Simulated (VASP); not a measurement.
BN (k07), 4 atoms in the cell. The structure is hexagonal, space group P6_3mc (No. 186). The conventional cell has a = 2.541 Å, b = 2.541 Å, c = 4.203 Å, α = 90.00°, β = 90.00°, γ = 120.00°. Within 2.0 Å of B (site symmetry 3m) lie 3 N at 1.47 Å. N (site symmetry 3m) has 3 B at 1.47 Å within 2.0 Å. 

| Property | Result |
| --- | --- |
| Program | VASP 6.6.1 |
| Task | single point |
| Functional | PBEsol |
| Potentials or basis | VASP PAW PBE potentials, release 64 (B, N) |
| Cutoff | 520 eV |
| k mesh | 15 × 15 × 8 |
| Occupations | gaussian, width 0.01 eV |
| Spin | no spin polarisation |
| Dipole correction | no |
| Further INCAR settings | ALGO = Normal; EDIFF = 1e-06; NBANDS = 16 |

Potentials or basis: VASP PAW PBE potentials, release 64 (B, N).

The run is started by

```bash
$ cat potpaw_PBE.64/B/POTCAR potpaw_PBE.64/N/POTCAR > POTCAR
$ mpirun -np 1 vasp_std > vasp.out
```

Hardware: 1 thread of AMD EPYC 7R43 64-Core Processor (Zen 3) (shared host).

Q: How long does it take, and how much memory?

A: Wall time 44 s on 1 thread of AMD EPYC 7R43 64-Core Processor (Zen 3) (shared host), peak memory 0.12 GiB. Counts: scf iterations 12, k points 135.
